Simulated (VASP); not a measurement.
Set up this calculation in VASP 6.6.1, as the native input.

- Task: relaxation of cell and atoms
- Functional: PBEsol
- Potentials or basis: VASP PAW PBE potentials, release 64 (Sr_sv, Cd, Si, S)
- Cutoff: 600 eV
- k mesh: 4 × 6 × 6
- Occupations: gaussian, width 0.03 eV
- Spin: no spin polarisation
- Further INCAR settings: ALGO = Normal; EDIFF = 1e-07; IBRION = 2; EDIFFG = -0.005; NSW = 90; ISIF = 3

The structure of SrCdSiS4 lies in POSCAR:

```
SrCdSiS4                                
1.0
   10.2587994176      0.0000000000      0.0000000000
    0.0000000000      5.0415867914      3.1634963931
    0.0000000000     -5.0415867914      3.1634963931
  Sr              Cd              Si              S             
     2     2     2     8
Direct
     0.0000000000000000    0.0022309090969298    0.0022309090969298
     0.5000000000000000    0.0022309090969298    0.0022309090969298
     0.7500000000000000    0.2732501935610784    0.6080540854377405
     0.2500000000000000    0.6080540854377405    0.2732501935610784
     0.7500000000000000    0.7065528956116000    0.2716726381535678
     0.2500000000000000    0.2716726381535678    0.7065528956116000
     0.4181019086454563    0.4657042929892126    0.9143297281699202
     0.5818980913545438    0.9143297281699202    0.4657042929892126
     0.0818980913545437    0.4657042929892126    0.9143297281699202
     0.9181019086454562    0.9143297281699202    0.4657042929892126
     0.7500000000000000    0.7130841424692740    0.9125806503788978
     0.2500000000000000    0.9125806503788978    0.7130841424692740
     0.7500000000000000    0.3232547923194593    0.1914207415562594
     0.2500000000000000    0.1914207415562594    0.3232547923194593
```

The input as run:

INCAR

```
PREC     = Accurate       # precision mode
ENCUT    = 600            # plane-wave cutoff, eV
EDIFF    = 1E-7           # SCF threshold, eV
ISMEAR   = 0              # smearing method
SIGMA    = 0.03           # smearing width, eV
LREAL    = False          # projectors in reciprocal space
LASPH    = True           # aspherical terms in the spheres
NELM     = 80             # most SCF steps
ALGO     = Normal         # electronic algorithm
ISIF     = 3              # what is computed and relaxed
LWAVE    = False          # write WAVECAR
LCHARG   = False          # write CHGCAR
GGA      = PS             # functional
IBRION   = 2              # ionic algorithm
NSW      = 90             # ionic steps
EDIFFG   = -0.005         # ionic threshold
KPAR     = 4
```

KPOINTS

```
Automatic mesh
0
Gamma
  4 6 6
```

Potentials or basis: VASP PAW PBE potentials, release 64 (Sr_sv, Cd, Si, S).

The run is started by

```console
$ cat potpaw_PBE.64/Sr_sv/POTCAR potpaw_PBE.64/Cd/POTCAR potpaw_PBE.64/Si/POTCAR potpaw_PBE.64/S/POTCAR > POTCAR
$ mpirun -np 4 vasp_std > vasp.out
```

Results of the run:

```json
{"Relaxed volume": "23.39 Å³/atom", "Relaxed cell": "a = 10.263 Å, b = 5.954 Å, c = 5.954 Å, α = 115.81°, β = 90.00°, γ = 90.00°", "Space group after relaxing (to 0.1 Å)": "Ama2 (No. 40)", "Energy gained by relaxing": "0.0 meV/atom", "Ionic steps": "17", "Pressure after relaxing": "0.0 GPa", "Largest force after relaxing": "0.004 eV/Å", "Band gap on the k mesh": "2.72 eV (least direct gap 2.80 eV)"}
```

Caveat: the PAW data sets were made with another functional, which shifts forces and pressure a little.

Run time: 45 min on 4 MPI ranks on Intel(R) Xeon(R) 6975P-C (Granite Rapids), with other jobs on the host, peak memory 1.1 GiB a rank.
